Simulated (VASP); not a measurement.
# Se (Fd-3m) in VASP: a series of runs

Se is run at these levels: BLYP; tasks: relaxation of cell and atoms, single point.

Program: VASP 6.6.1. These are calculated values, not measurements. Logs are shortened: lines on timing, memory, paths and dates and some standing lists are left out, and cuts for length are marked.

**1. The cell of the first run**

Symmetry: Fd-3m, No. 227, cubic system. The conventional cell has a = 6.176 Å, b = 6.176 Å, c = 6.176 Å, α = 90.00°, β = 90.00°, γ = 90.00°. Se (site symmetry -43m) has 4 Se at 2.67 Å within 3.5 Å.

**2. Relaxation of cell and atoms, BLYP**

The input, INCAR:

```
AGGAC = 1.0 ; AGGAX = 1.0
ALDAC = 0.0 ; ALDAX = 1.0
ALGO = Normal ; EDIFF = 1E-6
EDIFFG = -0.01 ; ENCUT = 600
GGA = B5 ; IBRION = 2
ISIF = 3 ; ISMEAR = -1
LASPH = True ; LCHARG = False
LREAL = False ; LWAVE = False
NELM = 100 ; NSW = 80
PREC = Accurate ; SIGMA = 0.1
```

The input, KPOINTS:

```
k-points
0
Gamma
  9 9 9
```

The input, POSCAR:

```
Se
1.0
    0.0000000000      3.0878327507      3.0878327507
    3.0878327507      0.0000000000      3.0878327507
    3.0878327507      3.0878327507      0.0000000000
Se
2
Direct
    0.1250000000      0.1250000000      0.1250000000
    0.8750000000      0.8750000000      0.8750000000
```

Potentials or basis: VASP PAW PBE potentials, release 64 (Se).

The run is started by

```bash
$ cat potpaw_PBE.64/Se/POTCAR > POTCAR
$ mpirun -np 1 vasp_std > vasp.out
```

OUTCAR:

```text
EDIFF = 1E-6
   EDIFFG = -0.01
   ENCUT = 600
   GGA = B5
   IBRION = 2
   ISIF = 3
   ISMEAR = -1
   LASPH = True
   LREAL = False
   NELM = 100
   NSW = 80
   PREC = Accurate

 ion  position               nearest neighbor table
   1  0.125  0.125  0.125-   2 2.67   2 2.67   2 2.67   2 2.67
   2  0.875  0.875  0.875-   1 2.67   1 2.67   1 2.67   1 2.67

  LATTYP: Found a face centered cubic cell.
 ALAT       =     6.1756655014

  Lattice vectors:

 A1 = (   0.0000000000,   3.0878327507,   3.0878327507)
 A2 = (   3.0878327507,   0.0000000000,   3.0878327507)
 A3 = (   3.0878327507,   3.0878327507,   0.0000000000)

Analysis of symmetry for initial positions (statically):
=====================================================================
 Subroutine PRICEL returns:
 Original cell was already a primitive cell.

 Routine SETGRP: Setting up the symmetry group for a
 face centered cubic supercell.

 Subroutine GETGRP returns: Found 48 space group operations
 (whereof 12 operations were pure point group operations)
 out of a pool of 48 trial point group operations.

The static configuration has the point symmetry D_3d.
 The point group associated with its full space group is O_h .

Analysis of symmetry for dynamics (positions and initial velocities):
=====================================================================
 Subroutine PRICEL returns:
 Original cell was already a primitive cell.

 Routine SETGRP: Setting up the symmetry group for a
 face centered cubic supercell.

 Subroutine GETGRP returns: Found 48 space group operations
 (whereof 12 operations were pure point group operations)
 out of a pool of 48 trial point group operations.

The dynamic configuration has the point symmetry D_3d.
 The point group associated with its full space group is O_h .

 Subroutine INISYM returns: Found 48 space group operations
 (whereof 12 operations are pure point group operations),
 and found     1 'primitive' translations

----------------------------------------------------------------------------------------

                                     Primitive cell

  volume of cell :      58.8832

  direct lattice vectors                    reciprocal lattice vectors
     0.000000000  3.087832751  3.087832751    -0.161925869  0.161925869  0.161925869
     3.087832751  0.000000000  3.087832751     0.161925869 -0.161925869  0.161925869
     3.087832751  3.087832751  0.000000000     0.161925869  0.161925869 -0.161925869

  length of vectors
[... 95 lines left out ...]
   EMIN   =  10.00;   EMAX   =-10.00  energy-range for DOS
   EFERMI =   0.00;   METHOD = LEGACY
   ISMEAR =    -1;   SIGMA  =   0.10  broadening in eV -4-tet -1-fermi 0-gaus
   EFERMI_NEDOS =   21; number of points for ismear=-14 and -15
   IALGO  =     38    algorithm
   IMIX   =      4    mixing-type and parameters
     AMIX     =   0.40;   BMIX     =  1.00
     AMIX_MAG =   1.60;   BMIX_MAG =  1.00
  volume/ion in A,a.u.               =      29.44       198.68
  Fermi-wavevector in a.u.,A,eV,Ry     =   0.963396  1.820554 12.627999  0.928132
  Thomas-Fermi vector in A             =   2.092938
   LORBIT       =      0    0 simple, 1 ext, 2 COOP (PROOUT), +10 PAW based schemes
   GGA     = B5    functional components
   LHFCALC =     F    Hartree Fock is set to
   AEXX    =    0.0000 exact exchange contribution
   IVDW    =     0    specifies the selected vdW correction
   LEPSILON=     F    determine dielectric tensor
   LRPA    =     F    only Hartree local field effects (RPA)
 conjugate gradient relaxation of ions
 non-spin polarized calculation
  energy-cutoff  :      600.00
  volume of cell :       58.88
 maximum number of plane-waves:      1989
   NGX = 17   NGY = 17   NGZ = 17

--------------------------------------- Ionic step        1  -------------------------------------------

 number of electron      12.0000001 magnetization

 Free energy of the ion-electron system (eV)
  ---------------------------------------------------
  ext. energy  EPLUGINS =         0.00000000
  ---------------------------------------------------
  free energy    TOTEN  =        -4.97218648 eV

  energy without entropy =       -4.91460229  energy(sigma->0) =       -4.94339438

------------------------ aborting loop because EDIFF is reached ----------------------------------------

  FORCE on cell =-STRESS in cart. coord.  units (eV):
  Direction    XX          YY          ZZ          XY          YZ          ZX
  --------------------------------------------------------------------------------------
  -------------------------------------------------------------------------------------
  Total        2.5526709      2.5526709      2.5526709      0.0000000      0.0000000      0.0000000
  in kB       69.4566948     69.4566948     69.4566948      0.0000000      0.0000000      0.0000000
  external PRESSURE =      69.4566948 kB  Pullay stress =       0.0000000 kB
[... 59 lines left out ...]
--------------------------------------- Ionic step        3  -------------------------------------------

 number of electron      12.0000002 magnetization

 Free energy of the ion-electron system (eV)
  ---------------------------------------------------
  ext. energy  EPLUGINS =         0.00000000
  ---------------------------------------------------
  free energy    TOTEN  =        -5.15754112 eV

  energy without entropy =       -5.09871982  energy(sigma->0) =       -5.12813047

 E-fermi :   1.6980     XC(G=0):  -7.3642

 val. band max:        1.6832081160   @ k =  -0.3333   0.2222   0.0000
 cond. band min:       1.7114254091   @ k =  -0.1111   0.1111   0.0000
 fundamental gap:      0.0282172931
 Fermi energy:         1.6979778108

 k-point     1 :       0.0000    0.0000    0.0000
  band No.  band energies     occupation
      1     -13.0359      2.00000
      2      -8.8046      2.00000
      3      -1.3601      2.00000
      4      -1.3601      2.00000
      5      -1.3601      2.00000
      6       1.0717      1.99620
      7       1.0717      1.99620
      8       1.0717      1.99620
      9       6.2706      0.00000
     10       9.5773      0.00000
[... 287 lines left out ...]
 k-point    24 :       0.4444    0.4444    0.0000
  band No.  band energies     occupation
      1     -11.6323      2.00000
      2     -10.9461      2.00000
      3      -2.6397      2.00000
      4      -2.6397      2.00000
      5      -0.1200      2.00000
      6       0.0111      2.00000
      7       3.4684      0.00000
      8       3.4684      0.00000
      9       7.6127      0.00000
     10       8.4887      0.00000

 [... further k-points ...]
[... 5 lines left out ...]
  --------------------------------------------------------------------------------------
  -------------------------------------------------------------------------------------
  Total        0.0186385      0.0186385      0.0186385      0.0000000     -0.0000000      0.0000000
  in kB        0.4355200      0.4355200      0.4355200      0.0000000     -0.0000000      0.0000000
  external PRESSURE =       0.4355200 kB  Pullay stress =       0.0000000 kB
[... 17 lines left out ...]
  FREE ENERGIE OF THE ION-ELECTRON SYSTEM (eV)
  ---------------------------------------------------
  free  energy   TOTEN  =        -5.1575411225 eV

  energy  without entropy=       -5.0987198182  energy(sigma->0) =       -5.12813047

 reached required accuracy - stopping structural energy minimisation
```

It took 46 s on 1 thread of Intel Xeon 6975P-C (Granite Rapids), shared host; peak memory 0.21 GiB.

What came out:

```yaml
Free_energy: -5.1575 eV
Relaxed_volume: 34.28 Å³/atom
Relaxed_cell: a = 4.594 Å, b = 4.594 Å, c = 4.594 Å, α = 60.00°, β = 60.00°, γ = 60.00°
Space_group_after_relaxing_to_0.05_Å: Fd-3m (No. 227)
Energy_gained_by_relaxing: 92.7 meV/atom
Ionic_steps: 3
Pressure_after_relaxing: 0.0 GPa
Band_gap_on_the_k_mesh: zero (band 6 reaches 2.00 eV, above the bottom of band 7 at 1.07 eV)
```

The path:
```csv
step,energy change (eV),largest force (eV/Å),pressure (GPa),volume (Å³)
1,0.0000,0.0000,6.95,58.88
2,-0.1807,0.0000,-0.81,70.44
3,-0.1854,0.0000,0.04,68.57
```

Final structure:
```xyz
2
Lattice="0.0000 3.2486 3.2486 3.2486 0.0000 3.2486 3.2486 3.2486 0.0000" Properties=species:S:1:pos:R:3 pbc="T T T"
Se    0.8121    0.8121    0.8121
Se    5.6850    5.6850    5.6850
```

Caveat: the volume moved by over 15 % at a fixed basis, so the end points are rough; the PAW data sets were made with another functional, which shifts forces and pressure a little.

[end of part 1 of 2]
